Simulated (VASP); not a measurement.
# Ca in VASP: further runs

Runs on Ca. Level: PBE. Tasks: single point.

Everything below comes from runs of VASP 6.6.1. Logs are shortened: lines on timing, memory, paths and dates and some standing lists are left out, and cuts for length are marked.

**1. The cell of the first run**

The cell holds a slab with vacuum, 3 atoms: a = 3.907 Å, b = 5.525 Å, c = 23.907 Å, α = 90.00°, β = 90.00°, γ = 90.00°.

**2. Single point, PBE**

Input file INCAR:

```
SYSTEM = Ca
PREC = Accurate
ENCUT = 520
EDIFF = 1E-6
ISMEAR = -1
SIGMA = 0.05
LREAL = .False.
LASPH = .True.
NELM = 80
ALGO = Normal
ISIF = 2
LWAVE = .False.
LCHARG = .False.
LDIPOL = .True.
IDIPOL = 3
DIPOL = 0.5 0.5 0.500
GGA = PE
NBANDS = 22
```

Input file KPOINTS:

```
Automatic mesh
0
Gamma
  11 8 1
  0 0 0
```

Input file POSCAR:

```
Ca
1.0
    3.9070577562      0.0000000000      0.0000000000
    0.0000000000      5.5254140678      0.0000000000
    0.0000000000      0.0000000000     23.9071000000
Ca
3
Direct
    0.0000000000      0.0000000000      0.4182866647
    0.5000000000      0.5000000000      0.5000000000
    0.0000000000      0.0000000000      0.5817133353
```

Potentials or basis: VASP PAW PBE potentials, release 64 (Ca_sv).

Launch:

```
$ cat potpaw_PBE.64/Ca_sv/POTCAR > POTCAR
$ mpirun -np 1 vasp_std > vasp.out
```

OUTCAR:

```text
SYSTEM = Ca
   PREC = Accurate
   ENCUT = 520
   EDIFF = 1E-6
   ISMEAR = -1
   LREAL = .False.
   LASPH = .True.
   NELM = 80
   ISIF = 2
   GGA = PE

 ion  position               nearest neighbor table
   1  0.000  0.000  0.418-
   2  0.500  0.500  0.500-
   3  0.000  0.000  0.582-

  LATTYP: Found a simple orthorhombic cell.
 ALAT       =     3.9070577562
 B/A-ratio  =     1.4142135624
 C/A-ratio  =     6.1189522889

  Lattice vectors:

 A1 = (   3.9070577562,   0.0000000000,   0.0000000000)
 A2 = (   0.0000000000,   5.5254140678,   0.0000000000)
 A3 = (   0.0000000000,   0.0000000000,  23.9071000000)

Analysis of symmetry for initial positions (statically):
=====================================================================
 Subroutine PRICEL returns:
 Original cell was already a primitive cell.

 Routine SETGRP: Setting up the symmetry group for a
 simple orthorhombic supercell.

 Subroutine GETGRP returns: Found  8 space group operations
 (whereof  8 operations were pure point group operations)
 out of a pool of  8 trial point group operations.

The static configuration has the point symmetry D_2h.

Analysis of symmetry for dynamics (positions and initial velocities):
=====================================================================
 Subroutine PRICEL returns:
 Original cell was already a primitive cell.

 Routine SETGRP: Setting up the symmetry group for a
 simple orthorhombic supercell.

 Subroutine GETGRP returns: Found  8 space group operations
 (whereof  8 operations were pure point group operations)
 out of a pool of  8 trial point group operations.

The dynamic configuration has the point symmetry D_2h.

 Subroutine INISYM returns: Found  8 space group operations
 (whereof  8 operations are pure point group operations),
 and found     1 'primitive' translations

----------------------------------------------------------------------------------------

                                     Primitive cell

  volume of cell :     516.1091

  direct lattice vectors                    reciprocal lattice vectors
     3.907057756  0.000000000  0.000000000     0.255947074  0.000000000  0.000000000
     0.000000000  5.525414068  0.000000000     0.000000000  0.180981912  0.000000000
     0.000000000  0.000000000 23.907100000     0.000000000  0.000000000  0.041828578

  length of vectors
     3.907057756  5.525414068 23.907100000     0.255947074  0.180981912  0.041828578

  position of ions in fractional coordinates (direct lattice)
     0.000000000  0.000000000  0.418286665
     0.500000000  0.500000000  0.500000000
     0.000000000  0.000000000  0.581713335

  ion indices of the primitive-cell ions
   primitive index   ion index
                 1           1
                 2           2
                 3           3

----------------------------------------------------------------------------------------

 KPOINTS: Automatic mesh

Automatic generation of k-mesh.
 Grid dimensions read from file:
 generate k-points for:   11    8    1

 Generating k-lattice:

  Cartesian coordinates                     Fractional coordinates (reciprocal lattice)
     0.023267916  0.000000000  0.000000000     0.090909091  0.000000000  0.000000000
     0.000000000  0.022622739  0.000000000     0.000000000  0.125000000  0.000000000
     0.000000000  0.000000000  0.041828578     0.000000000  0.000000000  1.000000000

  Length of vectors
     0.023267916  0.022622739  0.041828578

  Shift w.r.t. Gamma in fractional coordinates (k-lattice)
     0.000000000  0.000000000  0.000000000

 Subroutine IBZKPT returns following result:
 ===========================================

 Found     30 irreducible k-points:

 Following reciprocal coordinates:
            Coordinates               Weight
  0.000000  0.000000  0.000000      1.000000
  0.090909  0.000000  0.000000      2.000000
  0.181818  0.000000  0.000000      2.000000
  0.272727  0.000000  0.000000      2.000000
  0.363636  0.000000  0.000000      2.000000
  0.454545  0.000000  0.000000      2.000000
[... 16 lines left out ...]
  0.363636  0.375000  0.000000      4.000000
  0.454545  0.375000  0.000000      4.000000
 [... further k-points ...]
   k-points           NKPTS =     30   k-points in BZ     NKDIM =     30   number of bands    NBANDS=     22
   number of dos      NEDOS =    301   number of ions     NIONS =      3
   total plane-waves  NPLWV = 226800
   dimension x,y,z NGX =    30 NGY =   42 NGZ =  180
   dimension x,y,z NGXF=    60 NGYF=   84 NGZF=  360
   ions per type =               3
   NGX,Y,Z   is equivalent  to a cutoff of  12.77, 12.64, 12.52 a.u.
   NGXF,Y,Z  is equivalent  to a cutoff of  25.53, 25.27, 25.03 a.u.
 SYSTEM =  Ca
   PREC   = accura    normal or accurate (medium, high low for compatibility)
   ISTART =      0    job   : 0-new  1-cont  2-samecut
   ICHARG =      2    charge: 1-file 2-atom 10-const
   ISPIN  =      1    spin polarized calculation?
   LNONCOLLINEAR =      F non collinear calculations
   LSORBIT =      F    spin-orbit coupling
   LASPH  =      T    aspherical Exc in radial PAW
   ENCUT  =  520.0 eV  38.22 Ry    6.18 a.u.   7.26 10.27 44.45*2*pi/ulx,y,z
   NELM   =     80;   NELMIN=  2; NELMDL= -5     # of ELM steps
   EDIFF  = 0.1E-05   stopping-criterion for ELM
   LREAL  =      F    real-space projection
   EDIFFG = 0.1E-04   stopping-criterion for IOM
   NSW    =      0    number of steps for IOM
   IBRION =     -1    ionic relax: 0-MD 1-quasi-New 2-CG
   NFREE  =      0    steps in history (QN), initial steepest desc. (CG)
   ISIF   =      2    stress and relaxation
   ISYM   =      2    0-nonsym 1-usesym 2-fastsym
   POTIM  = 0.5000    time-step for ionic-motion
   TEBEG  =    0.0;   TEEND  =   0.0 temperature during run
   PSTRESS=    0.0 pullay stress
   NELECT =      30.0000    total number of electrons
   NUPDOWN=      -1.0000    fix difference up-down
   EMIN   =  10.00;   EMAX   =-10.00  energy-range for DOS
   EFERMI =   0.00;   METHOD = LEGACY
   ISMEAR =    -1;   SIGMA  =   0.05  broadening in eV -4-tet -1-fermi 0-gaus
   EFERMI_NEDOS =   21; number of points for ismear=-14 and -15
   IALGO  =     38    algorithm
   IMIX   =      4    mixing-type and parameters
     AMIX     =   0.40;   BMIX     =  1.00
     AMIX_MAG =   1.60;   BMIX_MAG =  1.00
  volume/ion in A,a.u.               =     172.04      1160.96
  Fermi-wavevector in a.u.,A,eV,Ry     =   0.634164  1.198396  5.471768  0.402164
  Thomas-Fermi vector in A             =   1.698066
   LORBIT       =      0    0 simple, 1 ext, 2 COOP (PROOUT), +10 PAW based schemes
   GGA     = PE    functional components
   LHFCALC =     F    Hartree Fock is set to
   AEXX    =    0.0000 exact exchange contribution
   IVDW    =     0    specifies the selected vdW correction
   LEPSILON=     F    determine dielectric tensor
   LRPA    =     F    only Hartree local field effects (RPA)
 non-spin polarized calculation
  energy-cutoff  :      520.00
  volume of cell :      516.11
 maximum number of plane-waves:     13947
 NGX is ok and might be reduce to    30
   NGX = 15   NGY = 21   NGZ = 89

 number of electron      30.0000003 magnetization

 dipolmoment           0.000000      0.000000     -0.000000 electrons x Angstroem

 Free energy of the ion-electron system (eV)
  ---------------------------------------------------
  ext. energy  EPLUGINS =         0.00000000
  ---------------------------------------------------
  free energy    TOTEN  =        -4.34698431 eV

  energy without entropy =       -4.30158397  energy(sigma->0) =       -4.32428414

 E-fermi :  -1.5177     XC(G=0):  -2.7185

 val. band max:       -1.5210807596   @ k =   0.1818   0.1250   0.0000
 cond. band min:      -1.5164603257   @ k =   0.4545   0.3750   0.0000
 fundamental gap:      0.0046204339
 Fermi energy:        -1.5177386693

 k-point     1 :       0.0000    0.0000    0.0000
  band No.  band energies     occupation
      1     -44.2920      2.00000
      2     -44.2898      2.00000
      3     -43.6367      2.00000
      4     -25.3097      2.00000
      5     -25.2763      2.00000
      6     -25.2651      2.00000
[... 14 lines left out ...]
     21      -0.0828      0.00000
     22       0.6031      0.00000

 k-point     2 :       0.0909    0.0000    0.0000
  band No.  band energies     occupation
      1     -44.2916      2.00000
      2     -44.2895      2.00000
      3     -43.6363      2.00000
      4     -25.3092      2.00000
      5     -25.2758      2.00000
      6     -25.2643      2.00000
[... 14 lines left out ...]
     21      -0.1424      0.00000
     22       0.5101      0.00000

 k-point     3 :       0.1818    0.0000    0.0000
  band No.  band energies     occupation
      1     -44.2907      2.00000
      2     -44.2885      2.00000
      3     -43.6354      2.00000
      4     -25.3078      2.00000
      5     -25.2744      2.00000
      6     -25.2623      2.00000
[... 14 lines left out ...]
     21      -0.2368      0.00000
     22       0.1849      0.00000

 k-point     4 :       0.2727    0.0000    0.0000
  band No.  band energies     occupation
      1     -44.2894      2.00000
      2     -44.2873      2.00000
      3     -43.6341      2.00000
      4     -25.3061      2.00000
      5     -25.2725      2.00000
      6     -25.2596      2.00000
[... 14 lines left out ...]
     21      -0.1153      0.00000
     22       0.0119      0.00000

 k-point     5 :       0.3636    0.0000    0.0000
  band No.  band energies     occupation
      1     -44.2883      2.00000
      2     -44.2862      2.00000
      3     -43.6330      2.00000
      4     -25.3046      2.00000
      5     -25.2708      2.00000
      6     -25.2571      2.00000
[... 14 lines left out ...]
     21      -0.2772      0.00000
     22       0.2096      0.00000

 k-point     6 :       0.4545    0.0000    0.0000
  band No.  band energies     occupation
      1     -44.2876      2.00000
      2     -44.2855      2.00000
      3     -43.6323      2.00000
      4     -25.3036      2.00000
      5     -25.2698      2.00000
      6     -25.2643      2.00000
[... 14 lines left out ...]
     21      -0.0922      0.00000
     22       0.2812      0.00000

 k-point     7 :       0.0000    0.1250    0.0000
  band No.  band energies     occupation
      1     -44.2919      2.00000
      2     -44.2898      2.00000
      3     -43.6367      2.00000
      4     -25.3099      2.00000
      5     -25.2762      2.00000
      6     -25.2648      2.00000
[... 324 lines left out ...]
      6     -25.2631      2.00000
[... 14 lines left out ...]
     21       0.1586      0.00000
     22       0.2735      0.00000

 k-point    21 :       0.1818    0.3750    0.0000
  band No.  band energies     occupation
      1     -44.2906      2.00000
      2     -44.2885      2.00000
      3     -43.6354      2.00000
      4     -25.3087      2.00000
      5     -25.2740      2.00000
      6     -25.2620      2.00000
[... 14 lines left out ...]
     21       0.0790      0.00000
     22       0.1989      0.00000

 k-point    22 :       0.2727    0.3750    0.0000
  band No.  band energies     occupation
      1     -44.2894      2.00000
      2     -44.2873      2.00000
      3     -43.6341      2.00000
      4     -25.3063      2.00000
      5     -25.2723      2.00000
      6     -25.2605      2.00000
[... 14 lines left out ...]
     21       0.0285      0.00000
     22       0.0429      0.00000

 k-point    23 :       0.3636    0.3750    0.0000
  band No.  band energies     occupation
      1     -44.2883      2.00000
      2     -44.2862      2.00000
      3     -43.6330      2.00000
      4     -25.3041      2.00000
      5     -25.2707      2.00000
      6     -25.2591      2.00000
[... 14 lines left out ...]
     21      -0.0079      0.00000
     22       0.1203      0.00000

 k-point    24 :       0.4545    0.3750    0.0000
  band No.  band energies     occupation
      1     -44.2876      2.00000
      2     -44.2855      2.00000
      3     -43.6323      2.00000
      4     -25.3028      2.00000
      5     -25.2697      2.00000
      6     -25.2660      2.00000
[... 14 lines left out ...]
     21      -0.0255      0.00000
     22       0.2465      0.00000

 [... further k-points ...]

------------------------ aborting loop because EDIFF is reached ----------------------------------------

 vacuum level on the upper side and lower side of the slab       (xc-potential included)        -0.007        -0.007

  FORCE on cell =-STRESS in cart. coord.  units (eV):
  Direction    XX          YY          ZZ          XY          YZ          ZX
  --------------------------------------------------------------------------------------
  -------------------------------------------------------------------------------------
  Total       -0.0241812     -1.6429021     -0.5744255     -0.0000000      0.0000000      0.0000000
  in kB       -0.0750665     -5.1001236     -1.7832110     -0.0000000      0.0000000      0.0000000
  external PRESSURE =      -2.3194670 kB  Pullay stress =       0.0000000 kB

 VOLUME and BASIS-vectors are now :
 -----------------------------------------------------------------------------
  energy-cutoff  :      520.00
  volume of cell :      516.11
      direct lattice vectors                 reciprocal lattice vectors
     3.907057756  0.000000000  0.000000000     0.255947074  0.000000000  0.000000000
     0.000000000  5.525414068  0.000000000     0.000000000  0.180981912  0.000000000
     0.000000000  0.000000000 23.907100000     0.000000000  0.000000000  0.041828578

 POSITION                                       TOTAL-FORCE (eV/Angst)
 -----------------------------------------------------------------------------------
      0.00000      0.00000     10.00002         0.000000      0.000000      0.141142
      1.95353      2.76271     11.95355         0.000000      0.000000      0.000000
      0.00000      0.00000     13.90708         0.000000      0.000000     -0.141142
 -----------------------------------------------------------------------------------
    total drift:                                0.000000      0.000000     -0.000000

  FREE ENERGIE OF THE ION-ELECTRON SYSTEM (eV)
  ---------------------------------------------------
  free  energy   TOTEN  =        -4.3469843096 eV

  energy  without entropy=       -4.3015839692  energy(sigma->0) =       -4.32428414

 vacuum level on the upper side and lower side of the slab         1.282         1.282
```

It took 5.2 min on 1 thread of Intel Xeon 6975P-C (Granite Rapids), shared host; peak memory 0.67 GiB.

What came out:

```
Free energy            : -4.3470 eV
Largest force          : 0.141 eV/Å
Band gap on the k mesh : zero (bands 15 and 16 overlap by 0.34 eV)
```

Forces in eV/Å, atoms in the order of the input:
```
Ca   0.000  0.000  0.141
Ca   0.000  0.000  0.000
Ca   0.000  0.000 -0.141
```

**3. Single point, PBE**

Input file INCAR:

```
SYSTEM = Ca
PREC     = Accurate       ! precision mode
ENCUT    = 520            ! plane-wave cutoff, eV
EDIFF    = 1E-6           ! SCF threshold, eV
ISMEAR   = -1             ! smearing method
SIGMA    = 0.05           ! smearing width, eV
LREAL    = .FALSE.        ! projectors in reciprocal space
LASPH    = .TRUE.         ! aspherical terms in the spheres
NELM     = 60             ! most SCF steps
ALGO     = Normal         ! electronic algorithm
ISIF     = 2              ! what is computed and relaxed
LWAVE    = .FALSE.        ! write WAVECAR
LCHARG   = .FALSE.        ! write CHGCAR
LDIPOL   = .TRUE.       
IDIPOL   = 3            
DIPOL    = 0.5 0.5 0.500
GGA      = PE             ! functional
NBANDS   = 22             ! bands
```

Input file KPOINTS:

```
regular mesh
0
G
  11 8 1
  0 0 0
```

Input file POSCAR:

```
Ca
1.0
    3.9070577562      0.0000000000      0.0000000000
    0.0000000000      5.5254140678      0.0000000000
    0.0000000000      0.0000000000     23.9071000000
Ca
3
Direct
    0.0000000000      0.0000000000      0.4224829549
    0.5000000000      0.5000000000      0.5000000019
    0.0000000000      0.0000000000      0.5775170432
```

Potentials or basis: VASP PAW PBE potentials, release 64 (Ca_sv).

Launch:

```
$ cat potpaw_PBE.64/Ca_sv/POTCAR > POTCAR
$ mpirun -np 1 vasp_std > vasp.out
```

OUTCAR:

```text
SYSTEM = Ca
   PREC = Accurate
   ENCUT = 520
   EDIFF = 1E-6
   ISMEAR = -1
   LREAL = .FALSE.
   LASPH = .TRUE.
   NELM = 60
   ISIF = 2
   GGA = PE

 ion  position               nearest neighbor table
   1  0.000  0.000  0.422-
   2  0.500  0.500  0.500-
   3  0.000  0.000  0.578-

  LATTYP: Found a simple orthorhombic cell.
 ALAT       =     3.9070577562
 B/A-ratio  =     1.4142135624
 C/A-ratio  =     6.1189522889

  Lattice vectors:

[... 796 lines left out ...]

  FORCE on cell =-STRESS in cart. coord.  units (eV):
  Direction    XX          YY          ZZ          XY          YZ          ZX
  --------------------------------------------------------------------------------------
  -------------------------------------------------------------------------------------
  Total        0.1940757     -1.1308985     -0.0127969     -0.0000000      0.0000000      0.0000000
  in kB        0.6024766     -3.5106913     -0.0397260     -0.0000000      0.0000000      0.0000000
  external PRESSURE =      -0.9826469 kB  Pullay stress =       0.0000000 kB

 VOLUME and BASIS-vectors are now :
 -----------------------------------------------------------------------------
  energy-cutoff  :      520.00
  volume of cell :      516.11
      direct lattice vectors                 reciprocal lattice vectors
     3.907057756  0.000000000  0.000000000     0.255947074  0.000000000  0.000000000
     0.000000000  5.525414068  0.000000000     0.000000000  0.180981912  0.000000000
     0.000000000  0.000000000 23.907100000     0.000000000  0.000000000  0.041828578

 POSITION                                       TOTAL-FORCE (eV/Angst)
 -----------------------------------------------------------------------------------
      0.00000      0.00000     10.10034         0.000000      0.000000     -0.002433
      1.95353      2.76271     11.95355         0.000000      0.000000      0.000000
      0.00000      0.00000     13.80676         0.000000      0.000000      0.002433
 -----------------------------------------------------------------------------------
    total drift:                                0.000000      0.000000     -0.000003

  FREE ENERGIE OF THE ION-ELECTRON SYSTEM (eV)
  ---------------------------------------------------
  free  energy   TOTEN  =        -4.3619768074 eV

  energy  without entropy=       -4.3178639006  energy(sigma->0) =       -4.33992035

 vacuum level on the upper side and lower side of the slab         1.266         1.266
```

stdout:

```text
POSCAR found type information on POSCAR Ca
 POSCAR found :  1 types and       3 ions
 scaLAPACK will be used
 LDA part: xc-table for (Slater+PW92), standard interpolation
 POSCAR, INCAR and KPOINTS ok, starting setup
 FFT: planning ... GRIDC
 FFT: planning ... GRID_SOFT
 FFT: planning ... GRID
 WAVECAR not read
 entering main loop
```

Wall time 4.6 min (1 thread of Intel Xeon 6975P-C (Granite Rapids), shared host); peak memory 0.66 GiB.

Results:

```
Free energy            : -4.3620 eV
Band gap on the k mesh : zero (bands 15 and 16 overlap by 0.34 eV)
```

Forces on the atoms (eV/Å):
```
Ca   0.000  0.000 -0.002
Ca   0.000  0.000  0.000
Ca   0.000  0.000  0.002
```

Levels at points of the mesh, in eV from the Fermi level:
```
           k point  band 11  band 12  band 13  band 14  band 15  band 16  band 17  band 18  band 19  band 20
(0.00, 0.00, 0.00)   -23.01   -22.96    -3.49    -1.84    -0.23    -0.07     0.71     0.95     1.03     1.08
(0.00, 0.50, 0.00)   -23.02   -22.97    -2.35    -2.06    -1.21    -0.12     0.42     0.71     1.26     1.32
```

The gap in the log of VASP goes by the Fermi energy; the results here count the filled bands.